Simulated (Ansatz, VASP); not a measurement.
## Two plane-wave programs on Si

```xyz
8
Lattice="6.9143 -1.9230 0.0000 6.9143 1.9230 0.0000 -0.7469 0.0000 6.2888" Properties=species:S:1:pos:R:3 pbc="T T T"
Si    0.1152    0.0000    5.4962
Si   12.9665    0.0000    0.7926
Si    7.2421    0.0000    4.1091
Si    5.8395    0.0000    2.1797
Si    2.8991    0.0000    0.3604
Si   10.1825    0.0000    5.9284
Si    9.6175    0.0000    3.6826
Si    3.4642    0.0000    2.6062
```

Alike in both runs: task single point; functional PBE; k mesh 6 × 6 × 4; occupations gaussian, width 0.1 eV; no spin polarisation.

|  | VASP | Ansatz |
| --- | --- | --- |
| version | VASP 6.6.1 | Ansatz 0.2.0 |
| potentials or method | VASP PAW PBE potentials, release 64 (Si), cutoff 520 eV | scalar-relativistic, plane waves, PAW |
| valence electrons in the cell | 32 | 32 |

Ansatz gave:

```
gap on the k mesh at the Fermi level (eV)                     : 0.27
least direct gap on the mesh (eV)                             : 0.53
pressure (GPa)                                                : 1.4
traceless stress, the component that is largest in VASP (GPa) : 0.13
rms of the force components (eV/Å)                            : 0.015
```

Estimate VASP's values.

gap on the k mesh at the Fermi level (eV): 0.27; least direct gap on the mesh (eV): 0.53; pressure (GPa): 1.3; traceless stress, the component that is largest in VASP (GPa): 0.13; rms of the force components (eV/Å): 0.014.

Atom by atom the forces differ by 0.002 eV/Å (rms over components). The functional is the same, so the differences come from potentials, cutoffs and numerics.
